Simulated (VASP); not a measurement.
CO2, 6 atoms in the cell. The structure is tetragonal, space group I-42d (No. 122). Conventional cell: a = 3.810 Å, b = 3.810 Å, c = 5.900 Å, α = 90.00°, β = 90.00°, γ = 90.00°. Within 1.8 Å of C (site symmetry -4) lie 4 O at 1.38 Å. O (site symmetry 2) has 2 C at 1.38 Å within 1.8 Å. 

- Program: VASP 6.6.1
- Task: single point
- Functional: PBEsol
- Potentials or basis: VASP PAW PBE potentials, release 64 (C, O)
- Cutoff: 520 eV
- k mesh: 8 × 8 × 8
- Occupations: gaussian, width 0.02 eV
- Spin: no spin polarisation
- Dipole correction: no
- Further INCAR settings: ALGO = Normal; EDIFF = 1e-06; NBANDS = 25

Potentials or basis: VASP PAW PBE potentials, release 64 (C, O).

The run is started by

```bash
$ cat potpaw_PBE.64/C/POTCAR potpaw_PBE.64/O/POTCAR > POTCAR
$ mpirun -np 1 vasp_std > vasp.out
```

Hardware: 1 thread of Intel(R) Xeon(R) 6975P-C (Granite Rapids), with other jobs on the host.

Q: Estimate the wall time of this run.

A: It took 31 s on 1 thread of Intel(R) Xeon(R) 6975P-C (Granite Rapids) (shared host), peak memory 0.18 GiB. Counts: scf iterations 13, k points 59.
